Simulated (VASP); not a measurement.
Set up this calculation in VASP 6.6.1, as the native input.

```
Task                   : single point
Functional             : PBE
Dispersion             : D3(BJ)
Potentials or basis    : VASP PAW PBE potentials, release 64 (Al)
Cutoff                 : 520 eV
k mesh                 : 22 × 22 × 22
Occupations            : gaussian, width 0.15 eV
Spin                   : no spin polarisation
Dipole correction      : no
Further INCAR settings : ALGO = Normal; EDIFF = 1e-06; NBANDS = 8
```

The structure of Al lies in POSCAR:

```
Al
1.0
    0.0000000000      2.2719551060      1.6062722599
    2.2719551060      0.0000000000      1.6062722599
    2.2719551060      2.2719551060      0.0000000000
Al
1
Direct
    0.0000000000      0.0000000000      0.0000000000
```

This cell differs from its parent crystal: ratio of the length along z to the lengths across it x 0.707, volume and fractional coordinates fixed.

These files were run (other wordings do the same):

INCAR

```
SYSTEM = Al
PREC = Accurate
ENCUT = 520
EDIFF = 1E-6
ISMEAR = 0
SIGMA = 0.15
LREAL = .FALSE.
LASPH = .TRUE.
NELM = 80
ALGO = Normal
ISIF = 2
LWAVE = .FALSE.
LCHARG = .FALSE.
GGA = PE
IVDW = 12
NBANDS = 8
```

KPOINTS

```
Automatic mesh
0
G
  22 22 22
  0 0 0
```

Potentials or basis: VASP PAW PBE potentials, release 64 (Al).

Command:

```sh
$ cat potpaw_PBE.64/Al/POTCAR > POTCAR
$ mpirun -np 1 vasp_std > vasp.out
```

It gave:

```json
{"Pressure": "-1.9 GPa", "Dispersion energy per atom": "-0.334 eV"}
```

Caveat: pairwise dispersion overbinds metals, which lowers pressure and volume.

Run time: 51 s on 1 thread of AMD EPYC 9R45 96-Core Processor (Zen 5), with other jobs on the host, peak memory 0.19 GiB.
